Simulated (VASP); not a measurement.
# Ta3AsAu2O13: single point with PBE

Crystal: Ta3AsAu2O13.

```
Ta As Au O
1.0
     5.17152    2.98577    4.08674
    -5.17152    2.98577    4.08674
     0.00000   -5.97156    4.08674
Ta As Au O
3 1 2 13
Direct
  0.23108 0.57229 0.23108
  0.23108 0.23108 0.57229
  0.57229 0.23108 0.23108
  0.55878 0.55878 0.55878
  0.96559 0.96559 0.96559
  0.75105 0.75105 0.75105
  0.40884 0.66762 0.40884
  0.40884 0.40884 0.66762
  0.66762 0.40884 0.40884
  0.49726 0.01313 0.36024
  0.36024 0.49726 0.01313
  0.01313 0.36024 0.49726
  0.36024 0.01313 0.49726
  0.01313 0.49726 0.36024
  0.49726 0.36024 0.01313
  0.10963 0.74806 0.10963
  0.10963 0.10963 0.74806
  0.74806 0.10963 0.10963
  0.30840 0.30840 0.30840
```

This cell differs from its parent crystal: volume scaled by 0.96.

```yaml
Program: VASP 6.6.1
Task: single point
Functional: PBE
Potentials_or_basis: VASP PAW PBE potentials, release 64 (Ta_pv, As, Au, O)
Cutoff: 520 eV
k_mesh: 3 × 3 × 3
Occupations: fermi-dirac, width 0.05 eV
Spin: no spin polarisation
Dipole_correction: no
Further_INCAR_settings: LREAL = Auto; ALGO = Normal; EDIFF = 1e-06; NBANDS = 84
```

| Property | Result |
| --- | --- |
| Pressure | 5.3 GPa |
| Largest force | 1.178 eV/Å |
| Band gap on the k mesh | 1.20 eV, indirect (least direct gap 1.25 eV) |

Forces on the atoms (eV/Å):
```
Ta   0.210 -0.121  0.032
Ta   0.000  0.242  0.032
Ta  -0.210 -0.121  0.032
As   0.000  0.000  1.178
Au   0.000  0.000  0.160
Au   0.000  0.000  0.088
O   -0.430  0.248  0.343
O    0.000 -0.496  0.343
O    0.430  0.248  0.343
O    0.662 -0.076 -0.272
O   -0.265  0.611 -0.272
O   -0.396 -0.535 -0.272
O    0.396 -0.535 -0.272
O   -0.662 -0.076 -0.272
O    0.265  0.611 -0.272
O   -1.002  0.578 -0.188
O    0.000 -1.157 -0.188
O    1.002  0.578 -0.188
O    0.000  0.000 -0.356
```

Stress tensor (GPa, compression positive):
```
6.12 0.00 0.00
0.00 6.12 0.00
0.00 0.00 3.80
```

Levels at points of the mesh, in eV from the valence-band top:
```tsv
k point	band 65	band 66	band 67	band 68	band 69	band 70	band 71	band 72	band 73	band 74
(0.00, 0.00, 0.00)	-0.70	-0.70	-0.11	-0.11	-0.08	1.20	3.06	3.06	3.28	3.54
```

Run time: 4.8 min on 1 thread of Oxide Virtual Turin-like Processor, with other jobs on the host, peak memory 0.42 GiB.

Caveat: spin-orbit coupling is left out, which moves the levels of the heavy elements; forces of over 1 eV/Å act on the atoms, so gaps and moduli don't describe the material at rest. A k mesh can miss the band edges.
